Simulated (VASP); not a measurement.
# NaH (P6_3/mmc) in VASP: further runs

The runs below take NaH through single point, with r2SCAN, PBE.

All numbers are computed with VASP 6.6.1; they aren't measurements. Logs are shortened: lines on timing, memory, paths and dates and some standing lists are left out, and cuts for length are marked.

## 1. The cell of the first run

It takes space group P6_3/mmc (No. 194, hexagonal). The conventional cell has a = 3.286 Å, b = 3.286 Å, c = 5.772 Å, α = 90.00°, β = 90.00°, γ = 120.00°. Na (site symmetry -3m) has 6 H at 2.38 Å and 2 Na at 2.89 Å within 3.1 Å. H (site symmetry -6m2) has 6 Na at 2.38 Å within 3.1 Å.

## 2. Single point, r2SCAN (13.49 Å³/atom)

POSCAR

```
NaH
1.0
    3.2856296211      0.0000000000      0.0000000000
   -1.6428148106      2.8454387193      0.0000000000
    0.0000000000      0.0000000000      5.7720512397
Na H
2 2
Direct
    0.0000000000      0.0000000000      0.0000000000
    0.0000000000      0.0000000000      0.5000000000
    0.3333333333      0.6666666667      0.2500000000
    0.6666666667      0.3333333333      0.7500000000
```

INCAR.step1

```
SYSTEM = NaH
ALGO = Normal ; EDIFF = 1E-4
ENCUT = 520 ; GGA = PE
ISMEAR = 0 ; LASPH = .TRUE.
LCHARG = .FALSE. ; LREAL = .FALSE.
LWAVE = .TRUE. ; NBANDS = 16
NELM = 60 ; PREC = Accurate
SIGMA = 0.01
```

INCAR.step2

```
SYSTEM = NaH
ALGO = Normal ; EDIFF = 1E-7
ENCUT = 520 ; ISIF = 2
ISMEAR = 0 ; ISTART = 1
LASPH = .TRUE. ; LCHARG = .TRUE.
LELF = .TRUE. ; LMIXTAU = .TRUE.
LREAL = .FALSE. ; LVHAR = .TRUE.
LWAVE = .FALSE. ; METAGGA = R2SCAN
NBANDS = 16 ; NELM = 60
PREC = Accurate ; SIGMA = 0.01
```

KPOINTS

```
k-points
0
G
  9 9 4
  0 0 0
```

Potentials or basis: VASP PAW PBE potentials, release 64 (Na_pv, H).

Started as:

```
$ cat potpaw_PBE.64/Na_pv/POTCAR potpaw_PBE.64/H/POTCAR > POTCAR
$ cp INCAR.step1 INCAR
$ mpirun -np 1 vasp_std > vasp.out
$ cp INCAR.step2 INCAR
$ mpirun -np 1 vasp_std > vasp.out
```

OUTCAR:

```text
SYSTEM = NaH
   EDIFF = 1E-7
   ENCUT = 520
   ISIF = 2
   ISMEAR = 0
   ISTART = 1
   LASPH = .TRUE.
   LREAL = .FALSE.
   METAGGA = R2SCAN
   NELM = 60
   PREC = Accurate

 ion  position               nearest neighbor table
   1  0.000  0.000  0.000-
   2  0.000  0.000  0.500-
   3  0.333  0.667  0.250-
   4  0.667  0.333  0.750-

  LATTYP: Found a hexagonal cell.
 ALAT       =     3.2856296211
 C/A-ratio  =     1.7567565141

  Lattice vectors:

 A1 = (   3.2856296211,   0.0000000000,   0.0000000000)
 A2 = (  -1.6428148106,   2.8454387193,   0.0000000000)
 A3 = (   0.0000000000,   0.0000000000,   5.7720512397)

Analysis of symmetry for initial positions (statically):
=====================================================================
 Subroutine PRICEL returns:
 Original cell was already a primitive cell.

 Routine SETGRP: Setting up the symmetry group for a
 hexagonal supercell.

 Subroutine GETGRP returns: Found 24 space group operations
 (whereof 12 operations were pure point group operations)
 out of a pool of 24 trial point group operations.

The static configuration has the point symmetry D_3d.
 The point group associated with its full space group is D_6h.

Analysis of symmetry for dynamics (positions and initial velocities):
=====================================================================
 Subroutine PRICEL returns:
 Original cell was already a primitive cell.

 Routine SETGRP: Setting up the symmetry group for a
 hexagonal supercell.

 Subroutine GETGRP returns: Found 24 space group operations
 (whereof 12 operations were pure point group operations)
 out of a pool of 24 trial point group operations.

The dynamic configuration has the point symmetry D_3d.
 The point group associated with its full space group is D_6h.

 Subroutine INISYM returns: Found 24 space group operations
 (whereof 12 operations are pure point group operations),
 and found     1 'primitive' translations

----------------------------------------------------------------------------------------

                                     Primitive cell

  volume of cell :      53.9632

[... 87 lines left out ...]
   LNONCOLLINEAR =      F non collinear calculations
   LSORBIT =      F    spin-orbit coupling
   LASPH  =      T    aspherical Exc in radial PAW
   ENCUT  =  520.0 eV  38.22 Ry    6.18 a.u.   6.11  6.11 10.73*2*pi/ulx,y,z
   NELM   =     60;   NELMIN=  2; NELMDL=  0     # of ELM steps
   EDIFF  = 0.1E-06   stopping-criterion for ELM
   LREAL  =      F    real-space projection
   EDIFFG = 0.1E-05   stopping-criterion for IOM
   NSW    =      0    number of steps for IOM
   IBRION =     -1    ionic relax: 0-MD 1-quasi-New 2-CG
   NFREE  =      0    steps in history (QN), initial steepest desc. (CG)
   ISIF   =      2    stress and relaxation
   ISYM   =      2    0-nonsym 1-usesym 2-fastsym
   POTIM  = 0.5000    time-step for ionic-motion
   TEBEG  =    0.0;   TEEND  =   0.0 temperature during run
   PSTRESS=    0.0 pullay stress
   NELECT =      16.0000    total number of electrons
   NUPDOWN=      -1.0000    fix difference up-down
   EMIN   =  10.00;   EMAX   =-10.00  energy-range for DOS
   EFERMI =   0.00;   METHOD = LEGACY
   ISMEAR =     0;   SIGMA  =   0.01  broadening in eV -4-tet -1-fermi 0-gaus
   EFERMI_NEDOS =   21; number of points for ismear=-14 and -15
   IALGO  =     38    algorithm
   IMIX   =      4    mixing-type and parameters
     AMIX     =   0.40;   BMIX     =  1.00
     AMIX_MAG =   1.60;   BMIX_MAG =  1.00
  volume/ion in A,a.u.               =      13.49        91.04
  Fermi-wavevector in a.u.,A,eV,Ry     =   1.091647  2.062913 16.213964  1.191693
  Thomas-Fermi vector in A             =   2.227896
   LORBIT       =      0    0 simple, 1 ext, 2 COOP (PROOUT), +10 PAW based schemes
   METAGGA = R2SCAN    functional components
   LHFCALC =     F    Hartree Fock is set to
   AEXX    =    0.0000 exact exchange contribution
   IVDW    =     0    specifies the selected vdW correction
   LEPSILON=     F    determine dielectric tensor
   LRPA    =     F    only Hartree local field effects (RPA)
 non-spin polarized calculation
 Gauss-broadening in eV      SIGMA  =   0.01
  energy-cutoff  :      520.00
  volume of cell :       53.96
 maximum number of plane-waves:      1476
   NGX = 13   NGY = 13   NGZ = 21

 number of electron      15.9999987 magnetization

 Free energy of the ion-electron system (eV)
  ---------------------------------------------------
  ext. energy  EPLUGINS =         0.00000000
  ---------------------------------------------------
  free energy    TOTEN  =       -15.02181740 eV

  energy without entropy =      -15.02181740  energy(sigma->0) =      -15.02181740

 E-fermi :  -1.1901     XC(G=0):  -8.3041

 val. band max:       -1.3171110508   @ k =   0.3333   0.2222   0.0000
 cond. band min:       2.7796457552   @ k =   0.0000   0.0000   0.0000
 fundamental gap:      4.0967568059
 Fermi energy:        -1.1900590407

 k-point     1 :       0.0000    0.0000    0.0000
  band No.  band energies     occupation
      1     -24.4523      2.00000
      2     -24.2873      2.00000
      3     -24.2869      2.00000
      4     -24.2671      2.00000
      5     -24.2668      2.00000
      6     -24.2478      2.00000
[... 433 lines left out ...]
      3     -24.3516      2.00000
      4     -24.3311      2.00000
      5     -24.3307      2.00000
      6     -24.2647      2.00000
[... 8 lines left out ...]
     15      14.1457      0.00000
     16      14.9305      0.00000

 [... further k-points ...]

------------------------ aborting loop because EDIFF is reached ----------------------------------------

  FORCE on cell =-STRESS in cart. coord.  units (eV):
  Direction    XX          YY          ZZ          XY          YZ          ZX
  --------------------------------------------------------------------------------------
  -------------------------------------------------------------------------------------
  Total        0.2166672      0.2166672      0.2670526     -0.0000000     -0.0000000      0.0000000
  in kB        6.4328841      6.4328841      7.9288363     -0.0000000     -0.0000000      0.0000000
  external PRESSURE =       6.9315348 kB  Pullay stress =       0.0000000 kB

 VOLUME and BASIS-vectors are now :
 -----------------------------------------------------------------------------
  energy-cutoff  :      520.00
  volume of cell :       53.96
      direct lattice vectors                 reciprocal lattice vectors
     3.285629621  0.000000000  0.000000000     0.304355669  0.175719827  0.000000000
    -1.642814811  2.845438719  0.000000000     0.000000000  0.351439654  0.000000000
     0.000000000  0.000000000  5.772051240     0.000000000  0.000000000  0.173248635

 POSITION                                       TOTAL-FORCE (eV/Angst)
 -----------------------------------------------------------------------------------
      0.00000      0.00000      0.00000        -0.000000      0.000000      0.000000
      0.00000      0.00000      2.88603        -0.000000      0.000000      0.000000
     -0.00000      1.89696      1.44301         0.000000      0.000000     -0.000000
      1.64281      0.94848      4.32904        -0.000000     -0.000000      0.000000
 -----------------------------------------------------------------------------------
    total drift:                               -0.000000      0.000000      0.000000

  FREE ENERGIE OF THE ION-ELECTRON SYSTEM (eV)
  ---------------------------------------------------
  free  energy   TOTEN  =       -15.0218173995 eV

  energy  without entropy=      -15.0218173995  energy(sigma->0) =      -15.02181740
```

OUTCAR.step1:

```text
SYSTEM = NaH
   EDIFF = 1E-4
   ENCUT = 520
   GGA = PE
   ISMEAR = 0
   LASPH = .TRUE.
   LREAL = .FALSE.
   NELM = 60
[... 685 lines left out ...]
      0.00000      0.00000      2.88603         0.000000      0.000000      0.000000
     -0.00000      1.89696      1.44301        -0.000000     -0.000000     -0.000000
      1.64281      0.94848      4.32904         0.000000      0.000000      0.000000
 -----------------------------------------------------------------------------------
    total drift:                               -0.000000      0.000000      0.000000

  FREE ENERGIE OF THE ION-ELECTRON SYSTEM (eV)
  ---------------------------------------------------
  free  energy   TOTEN  =        -9.9849292668 eV

  energy  without entropy=       -9.9849292668  energy(sigma->0) =       -9.98492927
```

OSZICAR.step1:

```text
N       E                     dE             d eps       ncg     rms          rms(c)
DAV:   1     0.115043545279E+03    0.11504E+03   -0.83379E+03  1160   0.108E+03
DAV:   2    -0.492797088147E+01   -0.11997E+03   -0.11596E+03  1280   0.308E+02
DAV:   3    -0.107866943022E+02   -0.58587E+01   -0.58474E+01  1528   0.701E+01
DAV:   4    -0.108632233816E+02   -0.76529E-01   -0.76524E-01  1336   0.909E+00
DAV:   5    -0.108645062122E+02   -0.12828E-02   -0.12828E-02  1464   0.111E+00    0.457E+00
DAV:   6    -0.101711833691E+02    0.69332E+00   -0.28053E-01  1608   0.400E+00    0.214E+00
DAV:   7    -0.997546240341E+01    0.19572E+00   -0.36578E-01  1608   0.307E+00    0.480E-01
DAV:   8    -0.998497908653E+01   -0.95167E-02   -0.20875E-02  1240   0.145E+00    0.110E-01
DAV:   9    -0.998498630924E+01   -0.72227E-05   -0.22480E-03  1536   0.567E-01    0.356E-02
DAV:  10    -0.998492926681E+01    0.57042E-04   -0.10429E-04  1136   0.742E-02
   1 F= -.99849293E+01 E0= -.99849293E+01  d E =-.445940E-16
```

Wall time 3 min (1 thread of Intel Xeon 8259CL, shared host); peak memory 0.18 GiB.

Results:

- Free energy: -15.0218 eV
- Pressure: 0.7 GPa
- Band gap on the k mesh: 4.10 eV (least direct gap 5.25 eV)

Caveat: the PAW data sets were made with another functional, which shifts forces and pressure a little. A k mesh can miss the band edges.

## 3. Single point, PBE

This run uses another cell than the first one, of 13.91 Å³/atom.

INCAR

```
SYSTEM = NaH
PREC = Accurate
ENCUT = 520
EDIFF = 1E-7
ISMEAR = 0
SIGMA = 0.01
LREAL = .False.
LASPH = .True.
NELM = 60
ALGO = Normal
ISIF = 2
LWAVE = .False.
LCHARG = .False.
GGA = PE
NBANDS = 16
```

KPOINTS

```
Automatic mesh
0
Gamma
  12 12 4
  0 0 0
```

POSCAR

```
NaH
1.0
    3.3191587698      0.0000000000      0.0000000000
   -1.6595793849      2.8744758138      0.0000000000
    0.0000000000      0.0000000000      5.8309537900
Na H
2 2
Direct
    0.0000000000      0.0000000000      0.0000000000
    0.0000000000      0.0000000000      0.5000000000
    0.3333333333      0.6666666667      0.2500000000
    0.6666666667      0.3333333333      0.7500000000
```

Potentials or basis: VASP PAW PBE potentials, release 64 (Na_pv, H).

Started as:

```
$ cat potpaw_PBE.64/Na_pv/POTCAR potpaw_PBE.64/H/POTCAR > POTCAR
$ mpirun -np 1 vasp_std > vasp.out
```

Wall time 89 s (1 thread of Intel Xeon 8259CL, shared host); peak memory 0.2 GiB.

Results (log left out):

| Quantity | Value |
| --- | --- |
| Free energy | -9.9955 eV |
| Pressure | 0.6 GPa |
| Band gap on the k mesh | 3.40 eV (least direct gap 4.51 eV) |

Stress tensor (GPa, compression positive):
```
0.48 0.00 0.00
0.00 0.48 0.00
0.00 0.00 0.70
```

Levels at points of the mesh, in eV from the valence-band top:
```tsv
k point	band 5	band 6	band 7	band 8	band 9	band 10	band 11	band 12
(0.00, 0.00, 0.00)	-22.22	-22.20	-3.65	-1.17	3.40	10.42	11.45	13.89
(0.50, 0.00, 0.00)	-22.24	-22.19	-0.79	-0.24	4.41	5.92	7.07	8.65
(0.00, 0.00, 0.50)	-22.23	-22.23	-2.71	-2.71	6.63	6.63	12.04	12.04
(0.50, 0.00, 0.50)	-22.25	-22.25	-0.48	-0.48	4.36	4.36	9.81	9.81
```

A k mesh can miss the band edges.
